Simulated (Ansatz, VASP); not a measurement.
# SiNi: VASP beside Ansatz

Contents of INCAR:

```
ALGO = Normal ; EDIFF = 1E-6
ENCUT = 520 ; GGA = PE
ISIF = 2 ; ISMEAR = 0
LASPH = True ; LCHARG = False
LREAL = False ; LWAVE = False
NBANDS = 22 ; NELM = 60
PREC = Accurate ; SIGMA = 0.15
```

KPOINTS

```
k-points
0
Gamma
  16 14 10
```

The input POSCAR:

```
SiNi
1.0
    3.0552835660      0.0000000000      0.0000000000
    0.0000000000      3.2583147222      0.0000000000
    0.0000000000      0.0000000000      4.7093899546
Si Ni
2 2
Direct
    0.5000000000      0.5000000000      0.8431827244
    0.0000000000      0.0000000000      0.1568172756
    0.4018094414      0.5000000000      0.3741572359
    0.0000000000      0.0000000000      0.6576940233
```

Input for Ansatz:

```yaml
crystal:
  lattice:
    - [3.055283566, 0.0, 0.0]
    - [0.0, 3.2583147222, 0.0]
    - [0.0, 0.0, 4.7093899546]
  atoms:
    - { symbol: Si, position: [0.5, 0.5, 0.8431827244] }
    - { symbol: Si, position: [0.0, 0.0, 0.1568172756] }
    - { symbol: Ni, position: [0.4018094414, 0.5, 0.3741572359] }
    - { symbol: Ni, position: [0.0, 0.0, 0.6576940233] }
basis:
  ecutwfc: 420
kpoints:
  mp_grid: { grid: [16, 14, 10] }
hamiltonian:
  xc: pbe
scf:
  occupations: { method: gaussian, width: 0.15 }
output:
  forces: true
  stress: true
  eigenvalues: true
```

Alike in both runs: task single point; functional PBE; k mesh 16 × 14 × 10; occupations gaussian, width 0.15 eV; no spin polarisation.

|  | VASP | Ansatz |
| --- | --- | --- |
| version | VASP 6.6.1 | Ansatz 0.2.0 |
| potentials or method | VASP PAW PBE potentials, release 64 (Si, Ni), cutoff 520 eV | scalar-relativistic, plane waves, PAW |
| valence electrons in the cell | 28 | 44 |

|  | VASP | Ansatz | Ansatz less VASP |
| --- | --- | --- | --- |
| gap on the k mesh at the Fermi level (eV) | none | none | - |
| pressure (GPa) | 3.5 | 3.4 | -0.07 |
| traceless stress, the component that is largest in VASP (GPa) | 2.66 | 2.77 | +0.111 |
| rms of the force components (eV/Å) | 0.860 | 0.865 | +0.0043 |

Atom by atom the forces differ by 0.010 eV/Å (rms over components). A gap of «none» marks a metal or a gap that the smearing closes. With one functional, cell and mesh, what is left measures potentials, basis and numerics. VASP's potentials hold 28 valence electrons a cell and Ansatz's 44, so a difference there can come from the potentials and not from the codes.
